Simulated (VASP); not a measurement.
Ni, 2 atoms in the cell. Symmetry: P6_3/mmc, No. 194, hexagonal system. The conventional cell has a = 2.381 Å, b = 2.381 Å, c = 3.904 Å, α = 90.00°, β = 90.00°, γ = 120.00°. Ni (site symmetry -6m2) has 12 Ni at 2.38 to 2.39 Å within 3.1 Å. This isn't the form of Ni at room conditions, which is fcc.

* Program: VASP 6.6.1
* Task: single point
* Functional: PBEsol
* Potentials or basis: VASP PAW PBE potentials, release 64 (Ni)
* Cutoff: 520 eV
* k mesh: 17 × 17 × 9
* Occupations: fermi-dirac, width 0.05 eV
* Spin: collinear spin, ferromagnetic start
* Starting moments: [0.671, 0.671] μB
* Dipole correction: no
* Further INCAR settings: ALGO = Normal; EDIFF = 1e-07; NBANDS = 21

Potentials or basis: VASP PAW PBE potentials, release 64 (Ni).

Launch:

```console
$ cat potpaw_PBE.64/Ni/POTCAR > POTCAR
$ mpirun -np 1 vasp_std > vasp.out
```

Hardware: 1 thread of AMD EPYC 7R13 Processor (Zen 3), on a shared host.

Question: Estimate the wall time of this run.

Answer: Wall time 120 s on 1 thread of AMD EPYC 7R13 Processor (Zen 3) (shared host), peak memory 0.18 GiB. Counts: scf iterations 16, k points 165.
